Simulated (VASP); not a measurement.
# NaBe (P4/mmm) in VASP: further runs

The runs below take NaBe through single point, relaxation of cell and atoms, with PBE.

Everything below comes from runs of VASP 6.6.1. Logs are shortened: lines on timing, memory, paths and dates and some standing lists are left out, and cuts for length are marked.

### Step 1. The cell of the first run

The structure is tetragonal, space group P4/mmm (No. 123). The conventional cell has a = 2.738 Å, b = 2.738 Å, c = 4.768 Å, α = 90.00°, β = 90.00°, γ = 90.00°. Na (site symmetry 4/mmm) has 4 Na at 2.74 Å and 8 Be at 3.07 Å within 3.6 Å. Within 3.6 Å of Be (site symmetry 4/mmm) lie 4 Be at 2.74 Å and 8 Na at 3.07 Å.

### Step 2. Single point, PBE

The input, INCAR:

```
PREC = Accurate
ENCUT = 520
EDIFF = 1E-6
ISMEAR = 0
SIGMA = 0.1
LREAL = F
LASPH = T
NELM = 100
ALGO = Normal
ISIF = 2
LWAVE = F
LCHARG = T
GGA = PE
LELF = T
LVHAR = T
NBANDS = 12
```

The input, KPOINTS:

```
Automatic mesh
0
Gamma
  6 6 6
```

The input, POSCAR:

```
NaBe
1.0
    2.7376357723      0.0000000000      0.0000000000
    0.0000000000      2.7376357723      0.0000000000
    0.0000000000      0.0000000000      4.7678367903
Na Be
1 1
Direct
    0.5000000000      0.5000000000      0.5000000000
    0.0000000000      0.0000000000      0.0000000000
```

Potentials or basis: VASP PAW PBE potentials, release 64 (Na_pv, Be).

On the command line:

```console
$ cat potpaw_PBE.64/Na_pv/POTCAR potpaw_PBE.64/Be/POTCAR > POTCAR
$ mpirun -np 1 vasp_std > vasp.out
```

OUTCAR:

```text
PREC = Accurate
   ENCUT = 520
   EDIFF = 1E-6
   ISMEAR = 0
   LREAL = F
   LASPH = T
   NELM = 100
   ISIF = 2
   GGA = PE

 ion  position               nearest neighbor table
   1  0.500  0.500  0.500-
   2  0.000  0.000  0.000-

  LATTYP: Found a simple tetragonal cell.
 ALAT       =     2.7376357723
 C/A-ratio  =     1.7415891619

  Lattice vectors:

 A1 = (   2.7376357723,   0.0000000000,   0.0000000000)
 A2 = (   0.0000000000,   2.7376357723,   0.0000000000)
 A3 = (   0.0000000000,   0.0000000000,   4.7678367903)

Analysis of symmetry for initial positions (statically):
=====================================================================
 Subroutine PRICEL returns:
 Original cell was already a primitive cell.

 Routine SETGRP: Setting up the symmetry group for a
 simple tetragonal supercell.

 Subroutine GETGRP returns: Found 16 space group operations
 (whereof 16 operations were pure point group operations)
 out of a pool of 16 trial point group operations.

The static configuration has the point symmetry D_4h.

Analysis of symmetry for dynamics (positions and initial velocities):
=====================================================================
 Subroutine PRICEL returns:
 Original cell was already a primitive cell.

 Routine SETGRP: Setting up the symmetry group for a
 simple tetragonal supercell.

 Subroutine GETGRP returns: Found 16 space group operations
 (whereof 16 operations were pure point group operations)
 out of a pool of 16 trial point group operations.

The dynamic configuration has the point symmetry D_4h.

 Subroutine INISYM returns: Found 16 space group operations
 (whereof 16 operations are pure point group operations),
 and found     1 'primitive' translations

----------------------------------------------------------------------------------------

                                     Primitive cell

  volume of cell :      35.7333

  direct lattice vectors                    reciprocal lattice vectors
     2.737635772  0.000000000  0.000000000     0.365278687  0.000000000  0.000000000
     0.000000000  2.737635772  0.000000000     0.000000000  0.365278687  0.000000000
     0.000000000  0.000000000  4.767836790     0.000000000  0.000000000  0.209738723

  length of vectors
     2.737635772  2.737635772  4.767836790     0.365278687  0.365278687  0.209738723

  position of ions in fractional coordinates (direct lattice)
     0.500000000  0.500000000  0.500000000
     0.000000000  0.000000000  0.000000000

  ion indices of the primitive-cell ions
   primitive index   ion index
                 1           1
                 2           2

----------------------------------------------------------------------------------------

 KPOINTS: Automatic mesh

Automatic generation of k-mesh.
 Grid dimensions read from file:
 generate k-points for:    6    6    6

 Generating k-lattice:

  Cartesian coordinates                     Fractional coordinates (reciprocal lattice)
     0.060879781  0.000000000  0.000000000     0.166666667  0.000000000  0.000000000
     0.000000000  0.060879781  0.000000000     0.000000000  0.166666667  0.000000000
     0.000000000  0.000000000  0.034956454     0.000000000  0.000000000  0.166666667

  Length of vectors
     0.060879781  0.060879781  0.034956454

  Shift w.r.t. Gamma in fractional coordinates (k-lattice)
     0.000000000  0.000000000  0.000000000

 Subroutine IBZKPT returns following result:
 ===========================================

 Found     40 irreducible k-points:

 Following reciprocal coordinates:
            Coordinates               Weight
  0.000000  0.000000  0.000000      1.000000
  0.166667  0.000000  0.000000      4.000000
  0.333333  0.000000  0.000000      4.000000
  0.500000  0.000000  0.000000      2.000000
  0.166667  0.166667  0.000000      4.000000
  0.333333  0.166667  0.000000      8.000000
[... 16 lines left out ...]
  0.333333  0.000000  0.333333      8.000000
  0.500000  0.000000  0.333333      4.000000
 [... further k-points ...]
   k-points           NKPTS =     40   k-points in BZ     NKDIM =     40   number of bands    NBANDS=     12
   number of dos      NEDOS =    301   number of ions     NIONS =      2
   total plane-waves  NPLWV =  14400
   dimension x,y,z NGX =    20 NGY =   20 NGZ =   36
   dimension x,y,z NGXF=    40 NGYF=   40 NGZF=   72
   ions per type =               1   1
   NGX,Y,Z   is equivalent  to a cutoff of  12.15, 12.15, 12.55 a.u.
   NGXF,Y,Z  is equivalent  to a cutoff of  24.29, 24.29, 25.11 a.u.
 SYSTEM =  unknown system
   PREC   = accura    normal or accurate (medium, high low for compatibility)
   ISTART =      0    job   : 0-new  1-cont  2-samecut
   ICHARG =      2    charge: 1-file 2-atom 10-const
   ISPIN  =      1    spin polarized calculation?
   LNONCOLLINEAR =      F non collinear calculations
   LSORBIT =      F    spin-orbit coupling
   LASPH  =      T    aspherical Exc in radial PAW
   ENCUT  =  520.0 eV  38.22 Ry    6.18 a.u.   5.09  5.09  8.87*2*pi/ulx,y,z
   NELM   =    100;   NELMIN=  2; NELMDL= -5     # of ELM steps
   EDIFF  = 0.1E-05   stopping-criterion for ELM
   LREAL  =      F    real-space projection
   EDIFFG = 0.1E-04   stopping-criterion for IOM
   NSW    =      0    number of steps for IOM
   IBRION =     -1    ionic relax: 0-MD 1-quasi-New 2-CG
   NFREE  =      0    steps in history (QN), initial steepest desc. (CG)
   ISIF   =      2    stress and relaxation
   ISYM   =      2    0-nonsym 1-usesym 2-fastsym
   POTIM  = 0.5000    time-step for ionic-motion
   TEBEG  =    0.0;   TEEND  =   0.0 temperature during run
   PSTRESS=    0.0 pullay stress
   NELECT =       9.0000    total number of electrons
   NUPDOWN=      -1.0000    fix difference up-down
   EMIN   =  10.00;   EMAX   =-10.00  energy-range for DOS
   EFERMI =   0.00;   METHOD = LEGACY
   ISMEAR =     0;   SIGMA  =   0.10  broadening in eV -4-tet -1-fermi 0-gaus
   EFERMI_NEDOS =   21; number of points for ismear=-14 and -15
   IALGO  =     38    algorithm
   IMIX   =      4    mixing-type and parameters
     AMIX     =   0.40;   BMIX     =  1.00
     AMIX_MAG =   1.60;   BMIX_MAG =  1.00
  volume/ion in A,a.u.               =      17.87       120.57
  Fermi-wavevector in a.u.,A,eV,Ry     =   1.033867  1.953726 14.543015  1.068881
  Thomas-Fermi vector in A             =   2.168135
   LORBIT       =      0    0 simple, 1 ext, 2 COOP (PROOUT), +10 PAW based schemes
   GGA     = PE    functional components
   LHFCALC =     F    Hartree Fock is set to
   AEXX    =    0.0000 exact exchange contribution
   IVDW    =     0    specifies the selected vdW correction
   LEPSILON=     F    determine dielectric tensor
   LRPA    =     F    only Hartree local field effects (RPA)
 non-spin polarized calculation
 Gauss-broadening in eV      SIGMA  =   0.10
  energy-cutoff  :      520.00
  volume of cell :       35.73
 maximum number of plane-waves:       977
   NGX = 11   NGY = 11   NGZ = 17

 number of electron       9.0000000 magnetization

 Free energy of the ion-electron system (eV)
  ---------------------------------------------------
  ext. energy  EPLUGINS =         0.00000000
  ---------------------------------------------------
  free energy    TOTEN  =        -3.37415796 eV

  energy without entropy =       -3.36988537  energy(sigma->0) =       -3.37202167

 E-fermi :   2.2130     XC(G=0):  -8.4500

 val. band max:        2.1877455253   @ k =   0.5000   0.3333   0.0000
 cond. band min:       2.2520484729   @ k =   0.5000   0.3333   0.1667
 fundamental gap:      0.0643029476
 Fermi energy:         2.2130091391

 k-point     1 :       0.0000    0.0000    0.0000
  band No.  band energies     occupation
      1     -22.1146      2.00000
      2     -22.0576      2.00000
      3     -22.0576      2.00000
      4      -3.9482      2.00000
      5       1.5010      2.00000
      6       3.7155      0.00000
      7      10.8174      0.00000
      8      10.8174      0.00000
      9      14.1381      0.00000
     10      17.1635      0.00000
     11      17.8627      0.00000
     12      19.4501      0.00000

 k-point     2 :       0.1667    0.0000    0.0000
  band No.  band energies     occupation
      1     -22.1426      2.00000
      2     -22.1028      2.00000
      3     -22.0502      2.00000
      4      -3.4470      2.00000
      5       1.9557      1.99973
      6       4.1667      0.00000
      7       7.8501      0.00000
      8      11.1731      0.00000
      9      14.6909      0.00000
     10      14.8862      0.00000
     11      16.9475      0.00000
     12      18.5032      0.00000

 k-point     3 :       0.3333    0.0000    0.0000
  band No.  band energies     occupation
      1     -22.3093      2.00000
      2     -22.0792      2.00000
      3     -22.0354      2.00000
      4      -1.9749      2.00000
      5       3.2265      0.00000
      6       3.4667      0.00000
      7       6.1635      0.00000
      8      10.7129      0.00000
      9      11.6902      0.00000
     10      12.0453      0.00000
     11      17.8459      0.00000
     12      18.7392      0.00000
[... 286 lines left out ...]
 k-point    23 :       0.3333    0.0000    0.3333
  band No.  band energies     occupation
      1     -22.3092      2.00000
      2     -22.0808      2.00000
      3     -22.0354      2.00000
      4      -1.5361      2.00000
      5       1.3387      2.00000
      6       3.9574      0.00000
      7       8.2472      0.00000
      8       9.2584      0.00000
      9      12.1108      0.00000
     10      14.3980      0.00000
     11      15.9233      0.00000
     12      17.9484      0.00000

 k-point    24 :       0.5000    0.0000    0.3333
  band No.  band energies     occupation
      1     -22.3910      2.00000
      2     -22.0688      2.00000
      3     -22.0279      2.00000
      4       0.6035      2.00000
      5       0.9121      2.00000
      6       2.9209      0.00000
      7       5.9038      0.00000
      8      10.3976      0.00000
      9      12.6988      0.00000
     10      13.3105      0.00000
     11      16.0862      0.00000
     12      17.9349      0.00000

 [... further k-points ...]
[... 5 lines left out ...]
  --------------------------------------------------------------------------------------
  -------------------------------------------------------------------------------------
  Total        0.0495897      0.0495897     -0.0596102      0.0000000      0.0000000      0.0000000
  in kB        2.2234618      2.2234618     -2.6727513      0.0000000      0.0000000      0.0000000
  external PRESSURE =       0.5913908 kB  Pullay stress =       0.0000000 kB

 VOLUME and BASIS-vectors are now :
 -----------------------------------------------------------------------------
  energy-cutoff  :      520.00
  volume of cell :       35.73
      direct lattice vectors                 reciprocal lattice vectors
     2.737635772  0.000000000  0.000000000     0.365278687  0.000000000  0.000000000
     0.000000000  2.737635772  0.000000000     0.000000000  0.365278687  0.000000000
     0.000000000  0.000000000  4.767836790     0.000000000  0.000000000  0.209738723

 POSITION                                       TOTAL-FORCE (eV/Angst)
 -----------------------------------------------------------------------------------
      1.36882      1.36882      2.38392         0.000000      0.000000      0.000000
      0.00000      0.00000      0.00000         0.000000      0.000000      0.000000
 -----------------------------------------------------------------------------------
    total drift:                               -0.000000      0.000000      0.000000

  FREE ENERGIE OF THE ION-ELECTRON SYSTEM (eV)
  ---------------------------------------------------
  free  energy   TOTEN  =        -3.3741579636 eV

  energy  without entropy=       -3.3698853669  energy(sigma->0) =       -3.37202167
```

Run time: 25 s. Hardware: 1 thread of Intel Xeon 8259CL, shared host; peak memory 0.14 GiB.

What came out:

```yaml
Free_energy: -3.3742 eV
Pressure: 0.1 GPa
Band_gap_on_the_k_mesh: zero (an odd number of electrons rules out a gap without spin polarisation)
```

Caveat: the k points lie up to 0.38 Å⁻¹ apart, too coarse for converged energies and pressures of a metal.

(Continued in part 2 of 2.)

The gap in the log of VASP goes by the Fermi energy; the results here count the filled bands.